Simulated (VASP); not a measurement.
Here is a VASP 6.6.1 calculation.

The input INCAR:

```
  ALGO = Fast
  EDIFF = 1E-7
  ENCUT = 520
  GGA = PE
  ISIF = 2
  ISMEAR = 0
  LASPH = T
  LCHARG = F
  LREAL = F
  LWAVE = F
  NBANDS = 45
  NELM = 100
  PREC = Accurate
  SIGMA = 0.1
```

Contents of KPOINTS:

```
k-points
0
Gamma
  8 8 4
```

Contents of POSCAR:

```
TaIr2PtAu3
1.0
    3.9192467469      0.0000000000      0.0000000000
    0.0000000000      3.9192467469      0.0000000000
    0.0000000000      0.0000000000      8.1630176285
Ta Ir Pt Au
1 2 1 3
Direct
    0.0000000000      0.0000000000      0.9264451437
    0.5000000000      0.0000000000      0.1272562562
    0.0000000000      0.5000000000      0.1272562562
    0.5000000000      0.5000000000      0.3743250760
    0.0000000000      0.0000000000      0.3973403367
    0.5000000000      0.0000000000      0.6655767956
    0.0000000000      0.5000000000      0.6655767956
```

Potentials or basis: VASP PAW PBE potentials, release 64 (Ta_pv, Ir, Pt, Au).

Run with:

```console
$ cat potpaw_PBE.64/Ta_pv/POTCAR potpaw_PBE.64/Ir/POTCAR potpaw_PBE.64/Pt/POTCAR potpaw_PBE.64/Au/POTCAR > POTCAR
$ mpirun -np 1 vasp_std > vasp.out
```

Problem. Estimate the largest force.

Solution. 0.036 eV/Å.

Problem. Predict the pressure.

Solution. -0.1 GPa.

Problem. Estimate the band gap on the k mesh.

Solution. Zero (bands 36 and 37 overlap by 1.77 eV).

Forces on the atoms (eV/Å):
```
Ta   0.000  0.000 -0.036
Ir   0.000  0.000  0.021
Ir   0.000  0.000  0.021
Pt   0.000  0.000  0.008
Au   0.000  0.000  0.012
Au   0.000  0.000 -0.013
Au   0.000  0.000 -0.013
```

Caveat: spin-orbit coupling is left out, which moves the levels of the heavy elements.
